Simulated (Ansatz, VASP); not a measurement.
ZnS: VASP beside Ansatz

File POSCAR:

```
ZnS
1.0
    3.9196143824      0.0000000000      0.0000000000
   -1.9598071912      3.3944856282      0.0000000000
    0.0000000000      0.0000000000      6.1383776671
Zn S
2 2
Direct
    0.3333333333      0.6666666667     -0.0036575881
    0.6666666667      0.3333333333      0.4963424119
    0.3333333333      0.6666666667      0.3786575881
    0.6666666667      0.3333333333      0.8786575881
```

File INCAR.step1:

```
SYSTEM = ZnS
PREC = Accurate
ENCUT = 520
ISMEAR = 0
SIGMA = 0.01
LREAL = .False.
LASPH = .True.
NELM = 60
NBANDS = 26
GGA = PE
ALGO = Normal
EDIFF = 1E-4
LWAVE = .True.
LCHARG = .False.
```

INCAR.step2

```
SYSTEM = ZnS
PREC = Accurate
ENCUT = 520
EDIFF = 1E-6
ISMEAR = 0
SIGMA = 0.01
LREAL = .False.
LASPH = .True.
NELM = 60
ALGO = Normal
ISIF = 2
LWAVE = .False.
LCHARG = .False.
METAGGA = R2SCAN
LMIXTAU = .True.
NBANDS = 26
ISTART = 1
```

The input KPOINTS:

```
regular mesh
0
Gamma
  12 12 4
  0 0 0
```

Input for Ansatz:

```yaml
crystal:
  lattice:
    - [3.9196143824, 0.0, 0.0]
    - [-1.9598071912, 3.3944856282, 0.0]
    - [0.0, 0.0, 6.1383776671]
  atoms:
    - { symbol: Zn, position: [0.3333333333, 0.6666666667, -0.0036575881] }
    - { symbol: Zn, position: [0.6666666667, 0.3333333333, 0.4963424119] }
    - { symbol: S, position: [0.3333333333, 0.6666666667, 0.3786575881] }
    - { symbol: S, position: [0.6666666667, 0.3333333333, 0.8786575881] }
kpoints:
  mp_grid: { grid: [12, 12, 4] }
  band_path:
    path:
      - [0.0, 0.0, 0.0]
      - [0.5, 0.0, 0.0]
      - [0.3333333333, 0.3333333333, 0.0]
      - [0.0, 0.0, 0.5]
      - [0.5, 0.0, 0.5]
      - [0.3333333333, 0.3333333333, 0.5]
    npoints: 1
hamiltonian:
  xc: r2scan
scf:
  occupations: { method: fixed }
  n_extra_bands: 5
output:
  forces: true
  stress: true
  eigenvalues: true
  write_density: true
  write_potential: true
  elf: true
  volumetric_format: npy
```

Change from the starting cell: epitaxial_xy strain +3.0%.

Alike in both runs: task single point; functional r2SCAN; k mesh 12 × 12 × 4; no spin polarisation.

|  | VASP | Ansatz |
| --- | --- | --- |
| version | VASP 6.6.1 | Ansatz 0.2.0 |
| potentials or method | VASP PAW PBE potentials, release 64 (Zn, S) | plane waves, PAW |
| plane-wave cutoff (eV) | 520 | 500 |
| occupations | gaussian, width 0.01 eV | fixed |
| valence electrons in the cell | 36 | 36 |

VASP gave:

- gap on the k mesh at the Fermi level (eV): 2.56
- pressure (GPa): -2.8
- traceless stress, the component that is largest in VASP (GPa): 2.94

Which values does Ansatz return?

gap on the k mesh at the Fermi level (eV): 2.56; pressure (GPa): -2.9; traceless stress, the component that is largest in VASP (GPa): 2.89.

VASP's potentials were made for PBE, not for r2SCAN.
